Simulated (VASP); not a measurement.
Input of a VASP 6.6.1 run:

File INCAR:

```
PREC = Accurate ; ENCUT = 600
EDIFF = 1E-6 ; ISMEAR = 0
SIGMA = 0.01 ; LREAL = F
LASPH = T ; NELM = 120
ALGO = Normal ; ISIF = 2
LWAVE = F ; LCHARG = T
GGA = PE ; LELF = T
LVHAR = T ; NBANDS = 11
GGA_COMPAT = F
```

The input KPOINTS:

```
regular mesh
0
Gamma
  2 2 2
```

The input POSCAR:

```
C
1.0
    0.0000000000      1.7470918200      1.7470918200
    1.7470918200      0.0000000000      1.7470918200
    1.7470918200      1.7470918200      0.0000000000
C
2
Direct
    0.0000000000      0.0000000000      0.0000000000
    0.2500000000      0.2500000000      0.2500000000
```

Potentials or basis: VASP PAW PBE potentials, release 64 (C).

Command:

```sh
$ cat potpaw_PBE.64/C/POTCAR > POTCAR
$ mpirun -np 1 vasp_std > vasp.out
```

What does it give for the pressure?

67.9 GPa.

What does it give for the band gap on the k mesh?

4.67 eV, indirect (least direct gap 5.66 eV).

Caveat: the k points lie up to 1.56 Å⁻¹ apart. Expect the measured gap to be larger: semilocal functionals such as PBE lack the derivative discontinuity.
